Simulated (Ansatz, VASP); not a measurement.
**One calculation of V, two programs**

Contents of INCAR:

```
PREC     = Accurate       # precision mode
ENCUT    = 520            # plane-wave cutoff, eV
EDIFF    = 1E-8           # SCF threshold, eV
ISMEAR   = -1             # smearing method
SIGMA    = 0.03           # smearing width, eV
LREAL    = False          # projectors in reciprocal space
LASPH    = True           # aspherical terms in the spheres
NELM     = 150            # most SCF steps
ALGO     = Normal         # electronic algorithm
ISIF     = 2              # what is computed and relaxed
LWAVE    = False          # write WAVECAR
LCHARG   = False          # write CHGCAR
ISPIN    = 2              # spin polarisation
MAGMOM   = 1.5            # initial moments
LORBIT   = 11             # projections on sites
LMAXMIX  = 4              # l up to which the mixer works
GGA      = PS             # functional
LEFG     = True         
NBANDS   = 16             # bands
```

Contents of KPOINTS:

```
regular mesh
0
Gamma
  19 19 19
```

File POSCAR:

```
V
1.0
   -1.5130000000      1.5130000000      1.5281300000
    1.5130000000     -1.5130000000      1.5281300000
    1.5130000000      1.5130000000     -1.5281300000
V
1
Direct
    0.0000000000      0.0000000000      0.0000000000
```

Input for Ansatz:

```yaml
crystal:
  lattice:
    - [-1.513, 1.513, 1.52813]
    - [1.513, -1.513, 1.52813]
    - [1.513, 1.513, -1.52813]
  atoms:
    - { symbol: V, position: [0.0, 0.0, 0.0], spin: 1.5 }
magnetization:
  spin_polarized: true
kpoints:
  mp_grid: { grid: [19, 19, 19] }
scf:
  occupations: { method: fermi_dirac, width: 0.03 }
hamiltonian:
  xc: pbesol
  pseudopotentials: { kind: all_electron, datasets: crystal }
output:
  forces: true
  stress: true
  eigenvalues: true
  efg: { contact_densities: true }
```

Change from the starting cell: zz strain of +1 %, crystal datasets.

Alike in both runs: task electric field gradients; functional PBEsol; k mesh 19 × 19 × 19; occupations fermi-dirac, width 0.03 eV; collinear spin.

|  | VASP | Ansatz |
| --- | --- | --- |
| version | VASP 6.6.1 | Ansatz 0.2.0 |
| potentials or method | VASP PAW PBE potentials, release 64 (V_sv), cutoff 520 eV | all-electron PAW with datasets made for the crystal, scalar-relativistic |

```csv
,VASP,Ansatz,Ansatz less VASP
pressure (GPa),-13.1,-13.3,-0.21
"traceless stress, the component that is largest in VASP (GPa)",-0.75,-0.76,-0.004
net moment per atom (μB),0.00,0.00,0.000
size of Vzz on the site where it differs most (V/Å²),0.8,0.8,0.00
```

VASP's potentials were made for PBE, not for PBEsol. Ansatz ran all-electron here, and VASP with PAW potentials. Ansatz's warnings: seeded moment not kept.
